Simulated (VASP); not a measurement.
# BaH4O3 (P2_1/m) in VASP: electric field gradients with r2SCAN

Aim: the electric field gradients of BaH4O3 with r2SCAN.

Program: VASP 6.6.1. These are calculated values, not measurements. Logs are shortened: lines on timing, memory, paths and dates and some standing lists are left out, and cuts for length are marked.

## 1. The cell of the first run

It takes space group P2_1/m (No. 11, monoclinic). Conventional cell: a = 6.265 Å, b = 4.191 Å, c = 7.092 Å, α = 90.00°, β = 114.06°, γ = 90.00°. Ba (site symmetry m) has 9 O at 2.66 to 3.08 Å and 12 H at 2.85 to 3.37 Å within 3.5 Å. Within 1.3 Å of H (site symmetry m) lie 1 O at 0.97 Å. H (site symmetry m) has 1 O at 0.97 Å within 1.3 Å. Within 1.4 Å of H (site symmetry 1) lie 1 O at 1.01 Å. O (site symmetry m) has 2 H at 1.01 Å within 1.4 Å. O (site symmetry m) has 1 H at 0.97 Å within 1.3 Å. Within 1.3 Å of O (site symmetry m) lie 1 H at 0.97 Å.

## 2. Electric field gradients, r2SCAN

Contents of POSCAR:

```
BaH4O3
1.0
    6.2650105155      0.0000000000      0.0000000000
    0.0000000000      4.1905303903      0.0000000000
   -2.8911401877      0.0000000000      6.4764849714
Ba H O
2 8 6
Direct
    0.3640437200      0.2500000000      0.7114468150
    0.6359562800      0.7500000000      0.2885531850
    0.1194514700      0.7500000000      0.8835469350
    0.8805485300      0.2500000000      0.1164530650
    0.7511887700      0.7500000000      0.8695806850
    0.2488112300      0.2500000000      0.1304193150
    0.1726703400      0.5589911300      0.3203512850
    0.1726703400      0.9410088700      0.3203512850
    0.8273296600      0.4410088700      0.6796487150
    0.8273296600      0.0589911300      0.6796487150
    0.1175944700      0.7500000000      0.3753024350
    0.8824055300      0.2500000000      0.6246975650
    0.2851828800      0.7500000000      0.9165798450
    0.7148171200      0.2500000000      0.0834201550
    0.7020773600      0.7500000000      0.7211452850
    0.2979226400      0.2500000000      0.2788547150
```

Contents of INCAR.step1:

```
SYSTEM = BaH4O3
  PREC = Accurate
  ENCUT = 520
  ISMEAR = -1
  SIGMA = 0.02
  LREAL = Auto
  LASPH = .True.
  NELM = 100
  NBANDS = 46
  GGA = PE
  ALGO = Normal
  EDIFF = 1E-4
  LWAVE = .True.
  LCHARG = .False.
```

Contents of INCAR.step2:

```
SYSTEM = BaH4O3
  PREC = Accurate
  ENCUT = 520
  EDIFF = 1E-8
  ISMEAR = -1
  SIGMA = 0.02
  LREAL = Auto
  LASPH = .True.
  NELM = 100
  ALGO = Normal
  ISIF = 2
  LWAVE = .False.
  LCHARG = .False.
  METAGGA = R2SCAN
  LMIXTAU = .True.
  LEFG = .True.
  NBANDS = 46
  ISTART = 1
```

Contents of KPOINTS:

```
Automatic mesh
0
Gamma
  4 6 4
  0 0 0
```

Potentials or basis: VASP PAW PBE potentials, release 64 (Ba_sv, H, O).

On the command line:

```console
cat potpaw_PBE.64/Ba_sv/POTCAR potpaw_PBE.64/H/POTCAR potpaw_PBE.64/O/POTCAR > POTCAR
cp INCAR.step1 INCAR
mpirun -np 1 vasp_std > vasp.out
cp INCAR.step2 INCAR
mpirun -np 1 vasp_std > vasp.out
```

OUTCAR:

```text
SYSTEM = BaH4O3
   PREC = Accurate
   ENCUT = 520
   EDIFF = 1E-8
   ISMEAR = -1
   LREAL = Auto
   LASPH = .True.
   NELM = 100
   ISIF = 2
   METAGGA = R2SCAN
   ISTART = 1

 ion  position               nearest neighbor table
   1  0.364  0.250  0.711-  14 2.66  13 2.71  13 2.71  12 2.82  16 2.92  15 2.96  15 2.96  11 3.08
                            11 3.08   2 4.28   2 4.28   2 4.52   2 4.52
   2  0.636  0.750  0.289-  13 2.66  14 2.71  14 2.71  11 2.82  15 2.92  16 2.96  16 2.96  12 3.08
                            12 3.08   1 4.28   1 4.28   1 4.52   1 4.52
   3  0.119  0.750  0.884-  13 0.97
   4  0.881  0.250  0.116-  14 0.97
   5  0.751  0.750  0.870-  15 0.97
   6  0.249  0.250  0.130-  16 0.97
   7  0.173  0.559  0.320-  11 1.01
   8  0.173  0.941  0.320-  11 1.01
   9  0.827  0.441  0.680-  12 1.01
  10  0.827  0.059  0.680-  12 1.01
  11  0.118  0.750  0.375-   7 1.01   8 1.01   2 2.82   1 3.08   1 3.08
  12  0.882  0.250  0.625-   9 1.01  10 1.01   1 2.82   2 3.08   2 3.08
  13  0.285  0.750  0.917-   3 0.97   2 2.66   1 2.71   1 2.71
  14  0.715  0.250  0.083-   4 0.97   1 2.66   2 2.71   2 2.71
  15  0.702  0.750  0.721-   5 0.97   2 2.92   1 2.96   1 2.96
  16  0.298  0.250  0.279-   6 0.97   1 2.92   2 2.96   2 2.96

  LATTYP: Found a simple monoclinic cell.
 ALAT       =     6.2650105155
 B/A-ratio  =     0.6688784288
 C/A-ratio  =     1.1320810210
 COS(beta)  =    -0.4076334707

  Lattice vectors:

 A1 = (   6.2650105155,   0.0000000000,   0.0000000000)
 A2 = (   0.0000000000,   4.1905303903,   0.0000000000)
 A3 = (  -2.8911401877,   0.0000000000,   6.4764849714)

Analysis of symmetry for initial positions (statically):
=====================================================================
 Subroutine PRICEL returns:
 Original cell was already a primitive cell.

 Routine SETGRP: Setting up the symmetry group for a
 simple monoclinic supercell.

 Subroutine GETGRP returns: Found  4 space group operations
 (whereof  2 operations were pure point group operations)
 out of a pool of  4 trial point group operations.

The static configuration has the point symmetry S_2 .
 The point group associated with its full space group is C_2h.

Analysis of symmetry for dynamics (positions and initial velocities):
=====================================================================
 Subroutine PRICEL returns:
 Original cell was already a primitive cell.

 Routine SETGRP: Setting up the symmetry group for a
 simple monoclinic supercell.

 Subroutine GETGRP returns: Found  4 space group operations
 (whereof  2 operations were pure point group operations)
 out of a pool of  4 trial point group operations.

The dynamic configuration has the point symmetry S_2 .
 The point group associated with its full space group is C_2h.

 Subroutine INISYM returns: Found  4 space group operations
 (whereof  2 operations are pure point group operations),
 and found     1 'primitive' translations

----------------------------------------------------------------------------------------

                                     Primitive cell

  volume of cell :     170.0318

  direct lattice vectors                    reciprocal lattice vectors
     6.265010516  0.000000000  0.000000000     0.159616651  0.000000000  0.071253792
     0.000000000  4.190530390  0.000000000     0.000000000  0.238633277  0.000000000
    -2.891140188  0.000000000  6.476484971     0.000000000  0.000000000  0.154404743

  length of vectors
     6.265010516  4.190530390  7.092499501     0.174798680  0.238633277  0.154404743

  position of ions in fractional coordinates (direct lattice)
     0.364043720  0.250000000  0.711446815
     0.635956280  0.750000000  0.288553185
     0.119451470  0.750000000  0.883546935
     0.880548530  0.250000000  0.116453065
     0.751188770  0.750000000  0.869580685
[... 105 lines left out ...]
   NSW    =      0    number of steps for IOM
   IBRION =     -1    ionic relax: 0-MD 1-quasi-New 2-CG
   NFREE  =      0    steps in history (QN), initial steepest desc. (CG)
   ISIF   =      2    stress and relaxation
   ISYM   =      2    0-nonsym 1-usesym 2-fastsym
   POTIM  = 0.5000    time-step for ionic-motion
   TEBEG  =    0.0;   TEEND  =   0.0 temperature during run
   PSTRESS=    0.0 pullay stress
   NELECT =      64.0000    total number of electrons
   NUPDOWN=      -1.0000    fix difference up-down
   EMIN   =  10.00;   EMAX   =-10.00  energy-range for DOS
   EFERMI =   0.00;   METHOD = LEGACY
   ISMEAR =    -1;   SIGMA  =   0.02  broadening in eV -4-tet -1-fermi 0-gaus
   EFERMI_NEDOS =   21; number of points for ismear=-14 and -15
   IALGO  =     38    algorithm
   IMIX   =      4    mixing-type and parameters
     AMIX     =   0.40;   BMIX     =  1.00
     AMIX_MAG =   1.60;   BMIX_MAG =  1.00
  volume/ion in A,a.u.               =      10.63        71.71
  Fermi-wavevector in a.u.,A,eV,Ry     =   1.182020  2.233694 19.009664  1.397171
  Thomas-Fermi vector in A             =   2.318282
   LORBIT       =      0    0 simple, 1 ext, 2 COOP (PROOUT), +10 PAW based schemes
   METAGGA = R2SCAN    functional components
   LHFCALC =     F    Hartree Fock is set to
   AEXX    =    0.0000 exact exchange contribution
   IVDW    =     0    specifies the selected vdW correction
   LEPSILON=     F    determine dielectric tensor
   LRPA    =     F    only Hartree local field effects (RPA)
 non-spin polarized calculation
  energy-cutoff  :      520.00
  volume of cell :      170.03
 maximum number of plane-waves:      4616
 NGX is ok and might be reduce to    48
   NGX = 23   NGY = 15   NGZ = 27

 number of electron      63.9999995 magnetization

 Free energy of the ion-electron system (eV)
  ---------------------------------------------------
  ext. energy  EPLUGINS =         0.00000000
  ---------------------------------------------------
  free energy    TOTEN  =      -142.01744860 eV

  energy without entropy =     -142.01744860  energy(sigma->0) =     -142.01744860

 E-fermi :  -0.1792     XC(G=0):  -9.5165

 val. band max:       -0.7239980620   @ k =   0.0000   0.0000   0.0000
 cond. band min:       4.1403805954   @ k =   0.0000   0.0000   0.0000
 fundamental gap:      4.8643786574
 Fermi energy:        -0.1792033886

 k-point     1 :       0.0000    0.0000    0.0000
  band No.  band energies     occupation
      1     -26.0622      2.00000
      2     -25.9690      2.00000
      3     -20.8586      2.00000
      4     -20.8358      2.00000
      5     -18.9701      2.00000
      6     -18.9513      2.00000
[... 1117 lines left out ...]
     43       9.0526      0.00000
     44       9.1467      0.00000

 [... further k-points ...]

 [bands above 44 left out]

------------------------ aborting loop because EDIFF is reached ----------------------------------------

  FORCE on cell =-STRESS in cart. coord.  units (eV):
  Direction    XX          YY          ZZ          XY          YZ          ZX
  --------------------------------------------------------------------------------------
  -------------------------------------------------------------------------------------
  Total        0.0391448      0.0396070      0.1358115      0.0000000      0.0000000      0.0275851
  in kB        0.3688538      0.3732088      1.2797260      0.0000000      0.0000000      0.2599294
  external PRESSURE =       0.6739295 kB  Pullay stress =       0.0000000 kB

 VOLUME and BASIS-vectors are now :
 -----------------------------------------------------------------------------
  energy-cutoff  :      520.00
  volume of cell :      170.03
      direct lattice vectors                 reciprocal lattice vectors
     6.265010516  0.000000000  0.000000000     0.159616651  0.000000000  0.071253792
     0.000000000  4.190530390  0.000000000     0.000000000  0.238633277  0.000000000
    -2.891140188  0.000000000  6.476484971     0.000000000  0.000000000  0.154404743

 POSITION                                       TOTAL-FORCE (eV/Angst)
 -----------------------------------------------------------------------------------
      0.22385      1.04763      4.60767         0.001858      0.000000      0.003747
      3.15003      3.14290      1.86881        -0.001858      0.000000     -0.003747
     -1.80609      3.14290      5.72228        -0.006928      0.000000      0.003552
      5.17996      1.04763      0.75421         0.006928      0.000000     -0.003552
      2.19213      3.14290      5.63183        -0.003278      0.000000      0.012216
      1.18174      1.04763      0.84466         0.003278      0.000000     -0.012216
[... 8 lines left out ...]
      2.31359      3.14290      4.67049        -0.017309      0.000000     -0.008455
      1.06028      1.04763      1.80600         0.017309      0.000000      0.008455
 -----------------------------------------------------------------------------------
    total drift:                                0.000000     -0.000000     -0.000000

  FREE ENERGIE OF THE ION-ELECTRON SYSTEM (eV)
  ---------------------------------------------------
  free  energy   TOTEN  =      -142.0174485977 eV

  energy  without entropy=     -142.0174485977  energy(sigma->0) =     -142.01744860

 Electric field gradients (V/A^2)
---------------------------------------------------------------------
 ion       V_xx      V_yy      V_zz      V_xy      V_xz      V_yz
---------------------------------------------------------------------
   1      25.789   -23.891    -1.898     0.000   -22.278    -0.000
   2      25.789   -23.891    -1.898     0.000   -22.278     0.000
   3      41.742   -22.372   -19.370    -0.000    14.392    -0.000
   4      41.742   -22.372   -19.370    -0.000    14.392     0.000
   5     -20.551   -22.110    42.661    -0.000    -8.191    -0.000
   6     -20.551   -22.110    42.661    -0.000    -8.191     0.000
[... 8 lines left out ...]
  15     -62.163   -60.320   122.483     0.000   -27.330     0.000
  16     -62.163   -60.320   122.483     0.000   -27.330     0.000
---------------------------------------------------------------------

 Electric field gradients after diagonalization (V/A^2)
 (convention: |V_zz| > |V_xx| > |V_yy|)
----------------------------------------------------------------------
 ion       V_xx      V_yy      V_zz     asymmetry (V_yy - V_xx)/ V_zz
----------------------------------------------------------------------
   1     -23.891   -14.283    38.174       0.252
   2     -23.891   -14.283    38.174       0.252
   3     -22.590   -22.372    44.962       0.005
   4     -22.590   -22.372    44.962       0.005
   5     -22.110   -21.595    43.705       0.012
   6     -22.110   -21.595    43.705       0.012
[... 8 lines left out ...]
  15     -66.124   -60.320   126.443       0.046
  16     -66.124   -60.320   126.443       0.046
----------------------------------------------------------------------

           NMR quadrupolar parameters

 Cq : quadrupolar parameter    Cq=e*Q*V_zz/h
 eta: asymmetry parameters     (V_yy - V_xx)/ V_zz
 Q  : nuclear electric quadrupole moment in mb (millibarn)
----------------------------------------------------------------------
 ion       Cq(MHz)       eta       Q (mb)
----------------------------------------------------------------------
   1       0.092       0.252       1.000
   2       0.092       0.252       1.000
   3       0.109       0.005       1.000
   4       0.109       0.005       1.000
   5       0.106       0.012       1.000
   6       0.106       0.012       1.000
[... 8 lines left out ...]
  15       0.306       0.046       1.000
  16       0.306       0.046       1.000
----------------------------------------------------------------------
```

Run time: 28 min. Hardware: 1 thread of Intel Xeon Platinum 8259CL at 2.50GHz (Skylake/Cascade Lake), shared host; peak memory 0.41 GiB.

What came out:

| Item | Value |
| --- | --- |
| Free energy | -142.0174 eV |
| Pressure | 0.1 GPa |
| Largest force | 0.019 eV/Å |
| Band gap on the k mesh | 4.86 eV, direct |

Forces on the atoms (eV/Å):
```
Ba   0.002  0.000  0.004
Ba  -0.002  0.000 -0.004
H   -0.007  0.000  0.004
H    0.007  0.000 -0.004
H   -0.003  0.000  0.012
H    0.003  0.000 -0.012
H   -0.006  0.005  0.007
H   -0.006 -0.005  0.007
H    0.006 -0.005 -0.007
H    0.006  0.005 -0.007
O    0.007  0.000  0.003
O   -0.007  0.000 -0.003
O    0.012  0.000 -0.009
O   -0.012  0.000  0.009
O   -0.017  0.000 -0.008
O    0.017  0.000  0.008
```

Electric field gradients, principal values (V/Å²):
```csv
atom,least,middle,greatest (by size)
1 Ba,-14.283,-23.891,38.174
2 Ba,-14.283,-23.891,38.174
3 H,-22.372,-22.590,44.962
4 H,-22.372,-22.590,44.962
5 H,-21.595,-22.110,43.705
6 H,-21.595,-22.110,43.705
7 H,-9.972,-13.574,23.547
8 H,-9.972,-13.574,23.547
9 H,-9.972,-13.574,23.547
10 H,-9.972,-13.574,23.547
11 O,7.669,96.925,-104.595
12 O,7.669,96.925,-104.595
13 O,-64.259,-68.162,132.421
14 O,-64.259,-68.162,132.421
15 O,-60.320,-66.124,126.443
16 O,-60.320,-66.124,126.443
```

Caveat: without QUAD_EFG the Cq values of the log hold for a quadrupole moment of 1 mb, not for the nuclei; the PAW data sets were made with another functional, which shifts forces and pressure a little; spin-orbit coupling is left out, which moves the levels of the heavy elements. A k mesh can miss the band edges.
